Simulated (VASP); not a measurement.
# BP (I-4m2) in VASP: a series of runs

The runs below take BP through relaxation of the atoms, with PBE.

Everything below comes from runs of VASP 6.6.1. Logs are shortened: lines on timing, memory, paths and dates and some standing lists are left out, and cuts for length are marked.

## Step 1: The cell of the first run

The structure is tetragonal, space group I-4m2 (No. 119). The conventional cell has a = 3.209 Å, b = 3.209 Å, c = 4.674 Å, α = 90.00°, β = 90.00°, γ = 90.00°. Within 2.6 Å of B (site symmetry -4m2) lie 4 P at 1.98 Å. Within 2.6 Å of P (site symmetry -4m2) lie 4 B at 1.98 Å.

## Step 2: Relaxation of the atoms, PBE (z stretched by +3 %)

INCAR

```
PREC = Accurate
ENCUT = 520
EDIFF = 1E-7
ISMEAR = -1
SIGMA = 0.02
LREAL = F
LASPH = T
NELM = 60
ALGO = Normal
ISIF = 2
LWAVE = F
LCHARG = F
GGA = PE
IBRION = 2
NSW = 80
EDIFFG = -0.02
```

KPOINTS

```
regular mesh
0
Gamma
  16 16 16
```

POSCAR

```
BP
1.0
    0.0000000000      2.2690000000      2.3370700000
    2.2690000000      0.0000000000      2.3370700000
    2.2690000000      2.2690000000      0.0000000000
B P
1 1
Direct
    0.0000000000      0.0000000000      0.0000000000
    0.2500000000      0.2500000000      0.2500000000
```

Potentials or basis: VASP PAW PBE potentials, release 64 (B, P).

Command:

```sh
$ cat potpaw_PBE.64/B/POTCAR potpaw_PBE.64/P/POTCAR > POTCAR
$ mpirun -np 1 vasp_std > vasp.out
```

OUTCAR:

```text
PREC = Accurate
   ENCUT = 520
   EDIFF = 1E-7
   ISMEAR = -1
   LREAL = F
   LASPH = T
   NELM = 60
   ISIF = 2
   GGA = PE
   IBRION = 2
   NSW = 80
   EDIFFG = -0.02

 ion  position               nearest neighbor table
   1  0.000  0.000  0.000-   2 1.98   2 1.98   2 1.98   2 1.98
   2  0.250  0.250  0.250-   1 1.98   1 1.98   1 1.98   1 1.98

  LATTYP: Found a body centered tetragonal cell.
 ALAT       =     3.2088505730
 C/A-ratio  =     1.4566399692

  Lattice vectors:

 A1 = (  -2.2690000000,   0.0000000000,   2.3370700000)
 A2 = (   2.2690000000,   0.0000000000,   2.3370700000)
 A3 = (   0.0000000000,   2.2690000000,  -2.3370700000)

Analysis of symmetry for initial positions (statically):
=====================================================================
 Subroutine PRICEL returns:
 Original cell was already a primitive cell.

 Routine SETGRP: Setting up the symmetry group for a
 body centered tetragonal supercell.

 Subroutine GETGRP returns: Found  8 space group operations
 (whereof  8 operations were pure point group operations)
 out of a pool of 16 trial point group operations.

The static configuration has the point symmetry D_2d.

Analysis of symmetry for dynamics (positions and initial velocities):
=====================================================================
 Subroutine PRICEL returns:
 Original cell was already a primitive cell.

 Routine SETGRP: Setting up the symmetry group for a
 body centered tetragonal supercell.

 Subroutine GETGRP returns: Found  8 space group operations
 (whereof  8 operations were pure point group operations)
 out of a pool of 16 trial point group operations.

The dynamic configuration has the point symmetry D_2d.

 Subroutine INISYM returns: Found  8 space group operations
 (whereof  8 operations are pure point group operations),
 and found     1 'primitive' translations

----------------------------------------------------------------------------------------

                                     Primitive cell

  volume of cell :      24.0642

  direct lattice vectors                    reciprocal lattice vectors
     0.000000000  2.269000000  2.337070000    -0.220361393  0.220361393  0.213943100
     2.269000000  0.000000000  2.337070000     0.220361393 -0.220361393  0.213943100
     2.269000000  2.269000000  0.000000000     0.220361393  0.220361393 -0.213943100

  length of vectors
     3.257338973  3.257338973  3.208850573     0.378007853  0.378007853  0.378007853

  position of ions in fractional coordinates (direct lattice)
     0.000000000  0.000000000  0.000000000
     0.250000000  0.250000000  0.250000000

  ion indices of the primitive-cell ions
   primitive index   ion index
                 1           1
                 2           2

----------------------------------------------------------------------------------------

 KPOINTS: regular mesh

Automatic generation of k-mesh.
 Grid dimensions read from file:
 generate k-points for:   16   16   16

 Generating k-lattice:

  Cartesian coordinates                     Fractional coordinates (reciprocal lattice)
    -0.013772587  0.013772587  0.013371444     0.062500000  0.000000000  0.000000000
     0.013772587 -0.013772587  0.013371444     0.000000000  0.062500000  0.000000000
     0.013772587  0.013772587 -0.013371444     0.000000000  0.000000000  0.062500000

  Length of vectors
     0.023625491  0.023625491  0.023625491

  Shift w.r.t. Gamma in fractional coordinates (k-lattice)
     0.000000000  0.000000000  0.000000000

 Subroutine IBZKPT returns following result:
 ===========================================

 Found    349 irreducible k-points:

 Following reciprocal coordinates:
            Coordinates               Weight
  0.000000  0.000000  0.000000      1.000000
  0.062500  0.000000  0.000000      8.000000
  0.125000  0.000000  0.000000      8.000000
  0.187500  0.000000  0.000000      8.000000
  0.250000  0.000000  0.000000      8.000000
  0.312500  0.000000  0.000000      8.000000
[... 16 lines left out ...]
 -0.125000  0.062500  0.000000      8.000000
 -0.062500  0.062500  0.000000      4.000000
 [... further k-points ...]
   k-points           NKPTS =    349   k-points in BZ     NKDIM =    349   number of bands    NBANDS=      8
   number of dos      NEDOS =    301   number of ions     NIONS =      2
   total plane-waves  NPLWV =  13824
   dimension x,y,z NGX =    24 NGY =   24 NGZ =   24
   dimension x,y,z NGXF=    48 NGYF=   48 NGZF=   48
   ions per type =               1   1
   NGX,Y,Z   is equivalent  to a cutoff of  12.25, 12.25, 12.43 a.u.
   NGXF,Y,Z  is equivalent  to a cutoff of  24.50, 24.50, 24.87 a.u.
 SYSTEM =  unknown system
   PREC   = accura    normal or accurate (medium, high low for compatibility)
   ISTART =      0    job   : 0-new  1-cont  2-samecut
   ICHARG =      2    charge: 1-file 2-atom 10-const
   ISPIN  =      1    spin polarized calculation?
   LNONCOLLINEAR =      F non collinear calculations
   LSORBIT =      F    spin-orbit coupling
   LASPH  =      T    aspherical Exc in radial PAW
   ENCUT  =  520.0 eV  38.22 Ry    6.18 a.u.   6.06  6.06  5.97*2*pi/ulx,y,z
   NELM   =     60;   NELMIN=  2; NELMDL= -5     # of ELM steps
   EDIFF  = 0.1E-06   stopping-criterion for ELM
   LREAL  =      F    real-space projection
   EDIFFG = -.2E-01   stopping-criterion for IOM
   NSW    =     80    number of steps for IOM
   IBRION =      2    ionic relax: 0-MD 1-quasi-New 2-CG
   NFREE  =      1    steps in history (QN), initial steepest desc. (CG)
   ISIF   =      2    stress and relaxation
   ISYM   =      2    0-nonsym 1-usesym 2-fastsym
   POTIM  = 0.5000    time-step for ionic-motion
   TEBEG  =    0.0;   TEEND  =   0.0 temperature during run
   PSTRESS=    0.0 pullay stress
   NELECT =       8.0000    total number of electrons
   NUPDOWN=      -1.0000    fix difference up-down
   EMIN   =  10.00;   EMAX   =-10.00  energy-range for DOS
   EFERMI =   0.00;   METHOD = LEGACY
   ISMEAR =    -1;   SIGMA  =   0.02  broadening in eV -4-tet -1-fermi 0-gaus
   EFERMI_NEDOS =   21; number of points for ismear=-14 and -15
   IALGO  =     38    algorithm
   IMIX   =      4    mixing-type and parameters
     AMIX     =   0.40;   BMIX     =  1.00
     AMIX_MAG =   1.60;   BMIX_MAG =  1.00
  volume/ion in A,a.u.               =      12.03        81.20
  Fermi-wavevector in a.u.,A,eV,Ry     =   1.134091  2.143121 17.499303  1.286163
  Thomas-Fermi vector in A             =   2.270795
   LORBIT       =      0    0 simple, 1 ext, 2 COOP (PROOUT), +10 PAW based schemes
   GGA     = PE    functional components
   LHFCALC =     F    Hartree Fock is set to
   AEXX    =    0.0000 exact exchange contribution
   IVDW    =     0    specifies the selected vdW correction
   LEPSILON=     F    determine dielectric tensor
   LRPA    =     F    only Hartree local field effects (RPA)
 conjugate gradient relaxation of ions
 non-spin polarized calculation
  energy-cutoff  :      520.00
  volume of cell :       24.06
 maximum number of plane-waves:       660
   NGX = 13   NGY = 13   NGZ = 11

 number of electron       7.9999999 magnetization

 Free energy of the ion-electron system (eV)
  ---------------------------------------------------
  ext. energy  EPLUGINS =         0.00000000
  ---------------------------------------------------
  free energy    TOTEN  =       -12.91295131 eV

  energy without entropy =      -12.91295131  energy(sigma->0) =      -12.91295131

 E-fermi :   7.5427     XC(G=0): -10.7815

 val. band max:        7.1865325994   @ k =   0.0000   0.0000   0.0000
 cond. band min:       8.2625795285   @ k =   0.4375   0.0000   0.4375
 fundamental gap:      1.0760469291
 Fermi energy:         7.5426731680

 k-point     1 :       0.0000    0.0000    0.0000
  band No.  band energies     occupation
      1      -8.1115      2.00000
      2       6.8915      2.00000
      3       7.1865      2.00000
      4       7.1865      2.00000
      5      10.3963      0.00000
      6      10.3963      0.00000
      7      10.5620      0.00000
      8      14.0006      0.00000

 k-point     2 :       0.0625    0.0000    0.0000
  band No.  band energies     occupation
      1      -8.0427      2.00000
      2       6.4770      2.00000
      3       6.9031      2.00000
      4       7.0678      2.00000
      5      10.5676      0.00000
      6      10.5731      0.00000
      7      10.7727      0.00000
      8      14.2215      0.00000

 k-point     3 :       0.1250    0.0000    0.0000
  band No.  band energies     occupation
      1      -7.8372      2.00000
      2       5.2575      2.00000
      3       6.5653      2.00000
      4       6.7843      2.00000
      5      10.8457      0.00000
      6      10.9855      0.00000
      7      11.1575      0.00000
      8      14.8370      0.00000

 k-point     4 :       0.1875    0.0000    0.0000
  band No.  band energies     occupation
      1      -7.4984      2.00000
      2       3.8051      2.00000
      3       6.1968      2.00000
      4       6.4525      2.00000
      5      10.9343      0.00000
      6      11.4620      0.00000
      7      11.5499      0.00000
      8      15.6477      0.00000

 k-point     5 :       0.2500    0.0000    0.0000
  band No.  band energies     occupation
      1      -7.0336      2.00000
      2       2.3318      2.00000
      3       5.8511      2.00000
      4       6.1434      2.00000
      5      10.8776      0.00000
      6      11.8167      0.00000
      7      11.8245      0.00000
      8      16.4102      0.00000
[... 177 lines left out ...]
 k-point    22 :      -0.1875    0.0625    0.0000
  band No.  band energies     occupation
      1      -7.2868      2.00000
      2       3.3026      2.00000
      3       5.3802      2.00000
      4       6.6118      2.00000
      5      11.1439      0.00000
      6      11.3371      0.00000
      7      12.0587      0.00000
      8      15.5651      0.00000

 k-point    23 :      -0.1250    0.0625    0.0000
  band No.  band energies     occupation
      1      -7.6713      2.00000
      2       4.7553      2.00000
      3       5.7519      2.00000
      4       6.9168      2.00000
      5      10.9010      0.00000
      6      11.0214      0.00000
      7      11.7281      0.00000
      8      15.0289      0.00000

 k-point    24 :      -0.0625    0.0625    0.0000
  band No.  band energies     occupation
      1      -7.9248      2.00000
      2       6.0205      2.00000
      3       6.1992      2.00000
      4       7.1037      2.00000
      5      10.5844      0.00000
      6      10.7343      0.00000
      7      11.2944      0.00000
      8      14.5144      0.00000

 [... further k-points ...]

------------------------ aborting loop because EDIFF is reached ----------------------------------------

  FORCE on cell =-STRESS in cart. coord.  units (eV):
  Direction    XX          YY          ZZ          XY          YZ          ZX
  --------------------------------------------------------------------------------------
  -------------------------------------------------------------------------------------
  Total       -0.1590115     -0.1590115     -1.3651525      0.0000000      0.0000000     -0.0000000
  in kB      -10.5868903    -10.5868903    -90.8910335      0.0000000      0.0000000     -0.0000000
  external PRESSURE =     -37.3549380 kB  Pullay stress =       0.0000000 kB

 VOLUME and BASIS-vectors are now :
 -----------------------------------------------------------------------------
  energy-cutoff  :      520.00
  volume of cell :       24.06
      direct lattice vectors                 reciprocal lattice vectors
     0.000000000  2.269000000  2.337070000    -0.220361393  0.220361393  0.213943100
     2.269000000  0.000000000  2.337070000     0.220361393 -0.220361393  0.213943100
     2.269000000  2.269000000  0.000000000     0.220361393  0.220361393 -0.213943100

 POSITION                                       TOTAL-FORCE (eV/Angst)
 -----------------------------------------------------------------------------------
      0.00000      0.00000      0.00000        -0.000000     -0.000000      0.000000
      1.13450      1.13450      1.16854         0.000000      0.000000     -0.000000
 -----------------------------------------------------------------------------------
    total drift:                                0.000000      0.000000      0.000000

  FREE ENERGIE OF THE ION-ELECTRON SYSTEM (eV)
  ---------------------------------------------------
  free  energy   TOTEN  =       -12.9129513110 eV

  energy  without entropy=      -12.9129513110  energy(sigma->0) =      -12.91295131

 reached required accuracy - stopping structural energy minimisation
```

Wall time 40 s (1 thread of Intel Xeon 8259CL, shared host); peak memory 0.19 GiB.

Results:

```
Free energy             : -12.9130 eV
Pressure after relaxing : -3.7 GPa
Band gap on the k mesh  : 1.08 eV (least direct gap 3.21 eV)
```

Stress tensor (GPa, compression positive):
```
-1.06  0.00  0.00
 0.00 -1.06  0.00
 0.00  0.00 -9.09
```

Final structure:
```xyz
2
Lattice="0.0000 2.2690 2.3371 2.2690 0.0000 2.3371 2.2690 2.2690 0.0000" Properties=species:S:1:pos:R:3 pbc="T T T"
B     0.0000    0.0000    0.0000
P     1.1345    1.1345    1.1685
```

Levels at points of the mesh, in eV from the valence-band top:
```csv
k point,band 1,band 2,band 3,band 4,band 5,band 6,band 7,band 8
"(0.00, 0.00, 0.00)",-15.30,-0.29,0.00,0.00,3.21,3.21,3.38,6.81
"(0.50, 0.00, 0.00)",-12.08,-8.92,-2.01,-1.63,3.40,4.57,4.73,9.93
"(0.50, 0.50, 0.00)",-10.78,-8.70,-3.90,-3.90,1.51,1.86,11.75,11.75
"(0.50, 0.00, 0.50)",-10.51,-8.44,-4.23,-4.17,1.19,1.46,11.43,12.00
```

Caveat: the cell differs from its parent crystal (z stretched by +3 %). A k mesh can miss the band edges.

(Part 1 of 2 ends here.)
